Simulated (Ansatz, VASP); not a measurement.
# AlRu: VASP beside Ansatz

```
Al Ru
1.0
     2.99160    0.00000    0.00000
     0.00000    2.99160    0.00000
     0.00000    0.00000    2.99160
Al Ru
1 1
Direct
  0.92909 0.92909 0.79944
  0.50000 0.50000 0.50000
```

Alike in both runs: task single point; functional PBE; k mesh 16 × 16 × 16; occupations gaussian, width 0.15 eV; no spin polarisation.

|  | VASP | Ansatz |
| --- | --- | --- |
| version | VASP 6.6.1 | Ansatz 0.2.0 |
| potentials or method | VASP PAW PBE potentials, release 64 (Al, Ru_pv), cutoff 520 eV | scalar-relativistic, plane waves, PAW |
| valence electrons in the cell | 17 | 19 |

|  | VASP | Ansatz | Ansatz less VASP |
| --- | --- | --- | --- |
| gap on the k mesh at the Fermi level (eV) | none | none | - |
| rms of the force components (eV/Å) | 4.619 | 4.584 | -0.0351 |

Atom by atom the forces differ by 0.036 eV/Å (rms over components). A gap of «none» marks a metal or a gap that the smearing closes. The functional is the same, so the differences come from potentials, cutoffs and numerics. VASP's potentials hold 17 valence electrons a cell and Ansatz's 19, so a difference there can come from the potentials and not from the codes.
